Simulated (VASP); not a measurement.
A run of VASP 6.6.1 is set up as follows.

Contents of INCAR:

```
SYSTEM = Co
PREC     = Accurate       ! precision mode
ENCUT    = 520            ! plane-wave cutoff, eV
EDIFF    = 1E-6           ! SCF threshold, eV
ISMEAR   = -1             ! smearing method
SIGMA    = 0.05           ! smearing width, eV
LREAL    = .FALSE.        ! projectors in reciprocal space
LASPH    = .TRUE.         ! aspherical terms in the spheres
NELM     = 150            ! most SCF steps
ALGO     = Normal         ! electronic algorithm
ISIF     = 2              ! what is computed and relaxed
LWAVE    = .FALSE.        ! write WAVECAR
LCHARG   = .TRUE.         ! write CHGCAR
ISPIN    = 2              ! spin polarisation
MAGMOM   = 1.757          ! initial moments
LORBIT   = 11             ! projections on sites
LMAXMIX  = 4              ! l up to which the mixer works
GGA      = RE             ! functional
LELF     = .TRUE.         ! ELF
LVHAR    = .TRUE.       
NBANDS   = 14             ! bands
```

File KPOINTS:

```
regular mesh
0
G
  17 17 17
  0 0 0
```

Contents of POSCAR:

```
Co
1.0
    0.0000000000      1.6985213959      1.6985213959
    1.6985213959      0.0000000000      1.6985213959
    1.6985213959      1.6985213959      0.0000000000
Co
1
Direct
    0.0000000000      0.0000000000      0.0000000000
```

Potentials or basis: VASP PAW PBE potentials, release 64 (Co).

Run with:

```console
$ cat potpaw_PBE.64/Co/POTCAR > POTCAR
$ mpirun -np 1 vasp_std > vasp.out
```

Question: Estimate the pressure.

Answer: 32.4 GPa.

Question: What does it give for the net moment?

Answer: 1.55 μB per cell.

Question: Predict the site moments.

Answer: Co +1.55 μB.

Caveat: the PAW data sets were made with another functional, which shifts forces and pressure a little.
